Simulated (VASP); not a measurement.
Write the native input for VASP 6.6.1 that does the following.

```
Task                   : relaxation of cell and atoms
Functional             : r2SCAN
Dispersion             : rVV10
Potentials or basis    : VASP PAW PBE potentials, release 64 (Hg, H)
Cutoff                 : 600 eV
k mesh                 : 4 × 4 × 8
Occupations            : fermi-dirac, width 0.03 eV
Spin                   : no spin polarisation
Dipole correction      : no
Further INCAR settings : ALGO = Normal; EDIFF = 1e-07; IBRION = 2; EDIFFG = -0.01; NSW = 100; ISIF = 3
```

Crystal: HgH2.

```xyz
6
Lattice="5.1248 0.0000 0.0000 0.0000 5.1248 0.0000 0.0000 0.0000 3.3438" Properties=species:S:1:pos:R:3 pbc="T T T"
Hg    0.0000    0.0000    0.0000
Hg    2.5624    2.5624    1.6719
H     1.1807    1.1807    0.0000
H     1.3817    3.7431    1.6719
H     3.7431    1.3817    1.6719
H     3.9441    3.9441    0.0000
```

These files were run (other wordings do the same):

POSCAR

```
HgH2
1.0
    5.1248239960      0.0000000000      0.0000000000
    0.0000000000      5.1248239960      0.0000000000
    0.0000000000      0.0000000000      3.3438433776
Hg H
2 4
Direct
    0.0000000000      0.0000000000      0.0000000000
    0.5000000000      0.5000000000      0.5000000000
    0.2303881340      0.2303881340      0.0000000000
    0.2696118660      0.7303881340      0.5000000000
    0.7303881340      0.2696118660      0.5000000000
    0.7696118660      0.7696118660      0.0000000000
```

INCAR.step1

```
  ALGO = Normal
  EDIFF = 1E-4
  ENCUT = 600
  GGA = PE
  ISMEAR = -1
  LASPH = True
  LCHARG = False
  LREAL = False
  LWAVE = True
  NELM = 100
  PREC = Accurate
  SIGMA = 0.03
```

INCAR.step2

```
  ALGO = Normal
  BPARAM = 11.95
  CPARAM = 0.0093
  EDIFF = 1E-7
  EDIFFG = -0.01
  ENCUT = 600
  IBRION = 2
  ISIF = 3
  ISMEAR = -1
  ISTART = 1
  IVDW_NL = 2
  LASPH = True
  LCHARG = False
  LMIXTAU = True
  LREAL = False
  LUSE_VDW = True
  LWAVE = False
  METAGGA = R2SCAN
  NELM = 100
  NSW = 100
  PREC = Accurate
  SIGMA = 0.03
```

KPOINTS

```
k-points
0
Gamma
  4 4 8
```

Potentials or basis: VASP PAW PBE potentials, release 64 (Hg, H).

Launch:

```bash
$ cat potpaw_PBE.64/Hg/POTCAR potpaw_PBE.64/H/POTCAR > POTCAR
$ cp INCAR.step1 INCAR
$ mpirun -np 1 vasp_std > vasp.out
$ cp INCAR.step2 INCAR
$ mpirun -np 1 vasp_std > vasp.out
```

It gave:

The relaxed volume is 15.31 Å³/atom, the relaxed cell is a = 5.165 Å, b = 5.165 Å, c = 3.444 Å, α = 90.00°, β = 90.00°, γ = 90.00° and the space group after relaxing (to 0.1 Å) is P4_2/mnm (No. 136). The energy gained by relaxing is 1.8 meV/atom. The ionic steps are 8 and the pressure after relaxing is 0.0 GPa. The band gap on the k mesh is 2.48 eV (least direct gap 3.43 eV).

Caveat: the structure was generated, so it needn't be the stable form of HgH2; the PAW data sets were made with another functional, which shifts forces and pressure a little; spin-orbit coupling is left out, which moves the levels of the heavy elements.

Run time: 20 min on 1 thread of Intel(R) Xeon(R) Platinum 8488C (Sapphire Rapids), with other jobs on the host, peak memory 0.46 GiB.
